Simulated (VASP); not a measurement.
A run of VASP 6.6.1:

Contents of INCAR:

```
SYSTEM = SnSe
  PREC = Accurate
  ENCUT = 400
  EDIFF = 1E-6
  ISMEAR = -1
  SIGMA = 0.0816
  LREAL = .FALSE.
  LASPH = .TRUE.
  NELM = 120
  ALGO = Normal
  ISIF = 2
  LWAVE = .FALSE.
  LCHARG = .FALSE.
  GGA = CA
  NBANDS = 17
  GGA_COMPAT = .FALSE.
```

Contents of KPOINTS:

```
regular mesh
0
G
  8 8 8
  0 0 0
```

POSCAR

```
SnSe
1.0
    0.0000000000      2.8405000000      2.8405000000
    2.8405000000      0.0000000000      2.8405000000
    2.8405000000      2.8405000000      0.0000000000
Sn Se
1 1
Direct
    0.0000000000      0.0000000000      0.0000000000
    0.5000000000      0.5000000000      0.5000000000
```

Potentials or basis: VASP PAW LDA potentials, release 64 (Sn_d, Se).

Launch:

```console
$ cat potpaw_LDA.64/Sn_d/POTCAR potpaw_LDA.64/Se/POTCAR > POTCAR
$ mpirun -np 1 vasp_std > vasp.out
```

Hardware: 1 thread of Intel Xeon 8259CL (shared host).

Problem. How long does it take, and how much memory?

Solution. Run time: 25 s on 1 thread of Intel Xeon 8259CL, with other jobs on the host, peak memory 0.14 GiB. Counts: scf iterations 11, k points 29.
